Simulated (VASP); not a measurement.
Wanted: the native input for a VASP 6.6.1 run.

```
Task                   : single point
Functional             : PBE
Dispersion             : D3(BJ)
Potentials or basis    : VASP PAW PBE potentials, release 64 (Mo_sv, Te)
Cutoff                 : 520 eV
k mesh                 : 12 × 12 × 4
Occupations            : gaussian, width 0.02 eV
Spin                   : no spin polarisation
Dipole correction      : no
Further INCAR settings : ALGO = Normal; EDIFF = 1e-06; NBANDS = 35
```

The structure of Te2Mo lies in POSCAR:

```
Te2Mo
1.0
    3.5200000000      0.0000000000      0.0000000000
   -1.7600000000      3.0484094213      0.0000000000
    0.0000000000      0.0000000000     13.9700000000
Mo Te
2 4
Direct
    0.3333333333      0.6666666667      0.2500000000
    0.6666666667      0.3333333333      0.7500000000
    0.6666666667      0.3333333333      0.3798236293
    0.6666666667      0.3333333333      0.1201763707
    0.3333333333      0.6666666667      0.8798236293
    0.3333333333      0.6666666667      0.6201763707
```

These files were run (other wordings do the same):

INCAR

```
PREC = Accurate
ENCUT = 520
EDIFF = 1E-6
ISMEAR = 0
SIGMA = 0.02
LREAL = F
LASPH = T
NELM = 100
ALGO = Normal
ISIF = 2
LWAVE = F
LCHARG = F
GGA = PE
IVDW = 12
NBANDS = 35
```

KPOINTS

```
regular mesh
0
Gamma
  12 12 4
```

Potentials or basis: VASP PAW PBE potentials, release 64 (Mo_sv, Te).

Run with:

```console
$ cat potpaw_PBE.64/Mo_sv/POTCAR potpaw_PBE.64/Te/POTCAR > POTCAR
$ mpirun -np 1 vasp_std > vasp.out
```

It gave:

```
Pressure                   : -1.3 GPa
Largest force              : 0.013 eV/Å
Band gap on the k mesh     : 0.75 eV (least direct gap 1.05 eV)
Dispersion energy per atom : -0.536 eV
```

Caveat: spin-orbit coupling is left out, which moves the levels of the heavy elements.

Run time: 10 min on 1 thread of Intel Xeon 8259CL, with other jobs on the host, peak memory 0.45 GiB.
